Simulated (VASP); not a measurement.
# SnO in VASP: single point with PBE+D3(BJ)

Aim: the single point of SnO with PBE+D3(BJ).

All numbers are computed with VASP 6.6.1; they aren't measurements. Logs are shortened: lines on timing, memory, paths and dates and some standing lists are left out, and cuts for length are marked.

### Step 1. The cell of the first run

The cell holds a slab with vacuum, 8 atoms: a = 3.820 Å, b = 3.820 Å, c = 22.226 Å, α = 90.00°, β = 90.00°, γ = 90.00°.

### Step 2. Single point, PBE+D3(BJ) (layers slid over each other)

INCAR reads:

```
  PREC = Accurate
  ENCUT = 910
  EDIFF = 1E-6
  ISMEAR = 0
  SIGMA = 0.05
  LREAL = F
  LASPH = T
  NELM = 120
  ALGO = Normal
  ISIF = 2
  LWAVE = F
  LCHARG = F
  LDIPOL = T
  IDIPOL = 3
  DIPOL = 0.5 0.5 0.394
  GGA = PE
  IVDW = 12
  NBANDS = 50
  GGA_COMPAT = F
  NELMDL = -8
```

KPOINTS reads:

```
Automatic mesh
0
Gamma
  7 7 1
```

POSCAR reads:

```
SnO
1.0
    3.8201528543      0.0002954551      0.0000000000
   -0.0003145191      3.8201528528      0.0000000000
    0.0000000000      0.0000000000     22.2260743460
Sn O
4 4
Direct
    0.9999452911      0.9999452911      0.2024649036
    0.4999452911      0.4999452911      0.3087831466
    0.9999452911      0.9999452911      0.4797535096
    0.4999452911      0.4999452911      0.5860717526
    0.9999461074      0.4999461074      0.2556240251
    0.4999461074      0.9999461074      0.2556240251
    0.9999461074      0.4999461074      0.5329126311
    0.4999461074      0.9999461074      0.5329126311
```

Potentials or basis: VASP PAW PBE potentials, release 64 (Sn_d, O_h).

Command:

```
$ cat potpaw_PBE.64/Sn_d/POTCAR potpaw_PBE.64/O_h/POTCAR > POTCAR
$ mpirun -np 1 vasp_std > vasp.out
```

OUTCAR:

```text
PREC = Accurate
   ENCUT = 910
   EDIFF = 1E-6
   ISMEAR = 0
   LREAL = F
   LASPH = T
   NELM = 120
   ISIF = 2
   GGA = PE
   IVDW = 12
   NELMDL = -8
 IVDW          = 12

 ion  position               nearest neighbor table
   1  1.000  1.000  0.202-   6 2.25   5 2.25   6 2.25   5 2.25   2 3.59   2 3.59   2 3.59   2 3.59

   2  0.500  0.500  0.309-   5 2.25   6 2.25   5 2.25   6 2.25   1 3.59   1 3.59   1 3.59   1 3.59

   3  1.000  1.000  0.480-   8 2.25   7 2.25   8 2.25   7 2.25   4 3.59   4 3.59   4 3.59   4 3.59

   4  0.500  0.500  0.586-   7 2.25   8 2.25   7 2.25   8 2.25   3 3.59   3 3.59   3 3.59   3 3.59

   5  1.000  0.500  0.256-   2 2.25   1 2.25   2 2.25   1 2.25
   6  0.500  1.000  0.256-   1 2.25   2 2.25   1 2.25   2 2.25
   7  1.000  0.500  0.533-   4 2.25   3 2.25   4 2.25   3 2.25
   8  0.500  1.000  0.533-   3 2.25   4 2.25   3 2.25   4 2.25

  LATTYP: Found a simple tetragonal cell.
 ALAT       =     3.8201528657
 C/A-ratio  =     5.8181112451

  Lattice vectors:

 A1 = (   3.8201528543,   0.0002954551,   0.0000000000)
 A2 = (  -0.0003145191,   3.8201528528,   0.0000000000)
 A3 = (   0.0000000000,   0.0000000000,  22.2260743460)

Analysis of symmetry for initial positions (statically):
=====================================================================
 Subroutine PRICEL returns:
 Original cell was already a primitive cell.

 Routine SETGRP: Setting up the symmetry group for a
 simple tetragonal supercell.

 Subroutine GETGRP returns: Found 16 space group operations
 (whereof  2 operations were pure point group operations)
 out of a pool of 16 trial point group operations.

The static configuration has the point symmetry C_1h.
 The point group associated with its full space group is D_4h.

Analysis of symmetry for dynamics (positions and initial velocities):
=====================================================================
 Subroutine PRICEL returns:
 Original cell was already a primitive cell.

 Routine SETGRP: Setting up the symmetry group for a
 simple tetragonal supercell.

 Subroutine GETGRP returns: Found 16 space group operations
 (whereof  2 operations were pure point group operations)
 out of a pool of 16 trial point group operations.

The dynamic configuration has the point symmetry C_1h.
 The point group associated with its full space group is D_4h.

 Subroutine INISYM returns: Found 16 space group operations
 (whereof  2 operations are pure point group operations),
 and found     1 'primitive' translations

----------------------------------------------------------------------------------------

                                     Primitive cell

  volume of cell :     324.3577

  direct lattice vectors                    reciprocal lattice vectors
     3.820152854  0.000295455  0.000000000     0.261769629  0.000021552  0.000000000
    -0.000314519  3.820152853  0.000000000    -0.000020246  0.261769629  0.000000000
     0.000000000  0.000000000 22.226074346     0.000000000  0.000000000  0.044992201

  length of vectors
     3.820152866  3.820152866 22.226074346     0.261769629  0.261769629  0.044992201

  position of ions in fractional coordinates (direct lattice)
     0.999945291  0.999945291  0.202464904
     0.499945291  0.499945291  0.308783147
     0.999945291  0.999945291  0.479753510
     0.499945291  0.499945291  0.586071753
     0.999946107  0.499946107  0.255624025
     0.499946107  0.999946107  0.255624025
     0.999946107  0.499946107  0.532912631
     0.499946107  0.999946107  0.532912631

  ion indices of the primitive-cell ions
   primitive index   ion index
                 1           1
                 2           2
                 3           3
                 4           4
                 5           5
                 6           6
                 7           7
                 8           8

----------------------------------------------------------------------------------------

 KPOINTS: Automatic mesh

Automatic generation of k-mesh.
 Grid dimensions read from file:
 generate k-points for:    7    7    1

 Generating k-lattice:

  Cartesian coordinates                     Fractional coordinates (reciprocal lattice)
     0.037395661  0.000003079  0.000000000     0.142857143  0.000000000  0.000000000
    -0.000002892  0.037395661  0.000000000    -0.000000000  0.142857143  0.000000000
     0.000000000  0.000000000  0.044992201     0.000000000  0.000000000  1.000000000

  Length of vectors
     0.037395661  0.037395661  0.044992201

  Shift w.r.t. Gamma in fractional coordinates (k-lattice)
     0.000000000  0.000000000  0.000000000

 Subroutine IBZKPT returns following result:
 ===========================================

 Found     10 irreducible k-points:

 Following reciprocal coordinates:
            Coordinates               Weight
  0.000000  0.000000  0.000000      1.000000
  0.142857  0.000000  0.000000      4.000000
  0.285714  0.000000  0.000000      4.000000
  0.428571 -0.000000  0.000000      4.000000
  0.142857  0.142857  0.000000      4.000000
  0.285714  0.142857  0.000000      8.000000
  0.428571  0.142857  0.000000      8.000000
  0.285714  0.285714  0.000000      4.000000
  0.428571  0.285714  0.000000      8.000000
  0.428571  0.428571  0.000000      4.000000
   k-points           NKPTS =     10   k-points in BZ     NKDIM =     10   number of bands    NBANDS=     50
   number of dos      NEDOS =    301   number of ions     NIONS =      8
   total plane-waves  NPLWV = 358400
   dimension x,y,z NGX =    40 NGY =   40 NGZ =  224
   dimension x,y,z NGXF=    80 NGYF=   80 NGZF=  448
   ions per type =               4   4
   NGX,Y,Z   is equivalent  to a cutoff of  17.41, 17.41, 16.75 a.u.
   NGXF,Y,Z  is equivalent  to a cutoff of  34.81, 34.81, 33.51 a.u.
 SYSTEM =  unknown system
   PREC   = accura    normal or accurate (medium, high low for compatibility)
   ISTART =      0    job   : 0-new  1-cont  2-samecut
   ICHARG =      2    charge: 1-file 2-atom 10-const
   ISPIN  =      1    spin polarized calculation?
   LNONCOLLINEAR =      F non collinear calculations
   LSORBIT =      F    spin-orbit coupling
   LASPH  =      T    aspherical Exc in radial PAW
   ENCUT  =  910.0 eV  66.88 Ry    8.18 a.u.   9.40  9.40 54.67*2*pi/ulx,y,z
   NELM   =    120;   NELMIN=  2; NELMDL= -8     # of ELM steps
   EDIFF  = 0.1E-05   stopping-criterion for ELM
   LREAL  =      F    real-space projection
   EDIFFG = 0.1E-04   stopping-criterion for IOM
   NSW    =      0    number of steps for IOM
   IBRION =     -1    ionic relax: 0-MD 1-quasi-New 2-CG
   NFREE  =      0    steps in history (QN), initial steepest desc. (CG)
   ISIF   =      2    stress and relaxation
   ISYM   =      2    0-nonsym 1-usesym 2-fastsym
   POTIM  = 0.5000    time-step for ionic-motion
   TEBEG  =    0.0;   TEEND  =   0.0 temperature during run
   PSTRESS=    0.0 pullay stress
   NELECT =      80.0000    total number of electrons
   NUPDOWN=      -1.0000    fix difference up-down
   EMIN   =  10.00;   EMAX   =-10.00  energy-range for DOS
   EFERMI =   0.00;   METHOD = LEGACY
   ISMEAR =     0;   SIGMA  =   0.05  broadening in eV -4-tet -1-fermi 0-gaus
   EFERMI_NEDOS =   21; number of points for ismear=-14 and -15
   IALGO  =     38    algorithm
   IMIX   =      4    mixing-type and parameters
     AMIX     =   0.40;   BMIX     =  1.00
     AMIX_MAG =   1.60;   BMIX_MAG =  1.00
  volume/ion in A,a.u.               =      40.54       273.61
  Fermi-wavevector in a.u.,A,eV,Ry     =   1.026668  1.940121 14.341186  1.054047
  Thomas-Fermi vector in A             =   2.160573
   LORBIT       =      0    0 simple, 1 ext, 2 COOP (PROOUT), +10 PAW based schemes
   GGA     = PE    functional components
   LHFCALC =     F    Hartree Fock is set to
   AEXX    =    0.0000 exact exchange contribution
   IVDW    =    12    specifies the selected vdW correction
   LEPSILON=     F    determine dielectric tensor
   LRPA    =     F    only Hartree local field effects (RPA)
 non-spin polarized calculation
 Gauss-broadening in eV      SIGMA  =   0.05
  energy-cutoff  :      910.00
  volume of cell :      324.36
 maximum number of plane-waves:     20289
 NGX is ok and might be reduce to    40
   NGX = 19   NGY = 19   NGZ =109

 dipolmoment           0.000000      0.000000      0.000001 electrons x Angstroem

 number of electron      79.9999986 magnetization

 dipolmoment           0.000000      0.000000     -0.000001 electrons x Angstroem

 Free energy of the ion-electron system (eV)
  ---------------------------------------------------
  ext. energy  EPLUGINS =         0.00000000
  ---------------------------------------------------
  free energy    TOTEN  =       -45.24839147 eV

  energy without entropy =      -45.24839147  energy(sigma->0) =      -45.24839147

 E-fermi :   0.2278     XC(G=0):  -5.2856

 val. band max:       -0.0521256010   @ k =   0.1429   0.0000   0.0000
 cond. band min:       2.4158380492   @ k =   0.4286   0.4286   0.0000
 fundamental gap:      2.4679636502
 Fermi energy:         0.2278109984

 k-point     1 :       0.0000    0.0000    0.0000
  band No.  band energies     occupation
      1     -20.9752      2.00000
      2     -20.9749      2.00000
      3     -20.6151      2.00000
      4     -20.6148      2.00000
      5     -20.5773      2.00000
      6     -20.5772      2.00000
[... 42 lines left out ...]
     49       5.3702      0.00000
     50       5.3703      0.00000

 k-point     2 :       0.1429    0.0000    0.0000
  band No.  band energies     occupation
      1     -20.9662      2.00000
      2     -20.9660      2.00000
      3     -20.6157      2.00000
      4     -20.6153      2.00000
      5     -20.5789      2.00000
      6     -20.5783      2.00000
[... 416 lines left out ...]
 k-point    10 :       0.4286    0.4286    0.0000
  band No.  band energies     occupation
      1     -20.9160      2.00000
      2     -20.9151      2.00000
      3     -20.9021      2.00000
      4     -20.9012      2.00000
      5     -20.5822      2.00000
      6     -20.5822      2.00000
[... 42 lines left out ...]
     49       5.9060      0.00000
     50       6.1824      0.00000

------------------------ aborting loop because EDIFF is reached ----------------------------------------

 vacuum level on the upper side and lower side of the slab       (xc-potential included)        -0.141        -0.139

 Edisp (eV)   -1.27742

 E8    (eV) :    -0.5660

  FORCE on cell =-STRESS in cart. coord.  units (eV):
  Direction    XX          YY          ZZ          XY          YZ          ZX
  --------------------------------------------------------------------------------------
  -------------------------------------------------------------------------------------
  Total      -0.03627    -0.03627    -0.67969     0.00000    -0.00000     0.00000
  in kB      -0.17916    -0.17916    -3.35737     0.00000    -0.00000     0.00000
  external pressure =       -1.24 kB  Pullay stress =        0.00 kB

 VOLUME and BASIS-vectors are now :
 -----------------------------------------------------------------------------
  energy-cutoff  :      910.00
  volume of cell :      324.36
      direct lattice vectors                 reciprocal lattice vectors
     3.820152854  0.000295455  0.000000000     0.261769629  0.000021552  0.000000000
    -0.000314519  3.820152853  0.000000000    -0.000020246  0.261769629  0.000000000
     0.000000000  0.000000000 22.226074346     0.000000000  0.000000000  0.044992201

 POSITION                                       TOTAL-FORCE (eV/Angst)
 -----------------------------------------------------------------------------------
      3.81963      3.82024      4.50000         0.000000      0.000000     -0.061332
      1.90971      1.91002      6.86304        -0.000000      0.000000      0.193258
      3.81963      3.82024     10.66304         0.000000      0.000000     -0.193258
      1.90971      1.91002     13.02607        -0.000000      0.000000      0.061332
      3.81979      1.91017      5.68152        -0.000000      0.000000      0.020099
      1.90956      3.82009      5.68152        -0.000000     -0.000000      0.020099
      3.81979      1.91017     11.84456         0.000000     -0.000000     -0.020099
      1.90956      3.82009     11.84456         0.000000     -0.000000     -0.020099
 -----------------------------------------------------------------------------------
    total drift:                               -0.024062     -0.024066      0.000091

  FREE ENERGIE OF THE ION-ELECTRON SYSTEM (eV)
  ---------------------------------------------------
  free  energy   TOTEN  =       -46.5258137897 eV

  energy  without entropy=      -46.5258137897  energy(sigma->0) =      -46.52581379

 vacuum level on the upper side and lower side of the slab         4.890         4.892
```

Run time: 18 min. Hardware: 1 thread of Intel Xeon Platinum 8488C (Sapphire Rapids), shared host; peak memory 0.83 GiB.

What came out:

```
Free energy                : -46.5258 eV
Largest force              : 0.193 eV/Å
Band gap on the k mesh     : 2.47 eV (least direct gap 2.52 eV)
Dispersion energy per atom : -0.160 eV
```

Forces on the atoms (eV/Å):
```
Sn   0.000  0.000 -0.061
Sn   0.000  0.000  0.193
Sn   0.000  0.000 -0.193
Sn   0.000  0.000  0.061
O    0.000  0.000  0.020
O    0.000  0.000  0.020
O    0.000  0.000 -0.020
O    0.000  0.000 -0.020
```

Caveat: the cell differs from its parent crystal (layers slid over each other); spin-orbit coupling is left out, which moves the levels of the heavy elements.
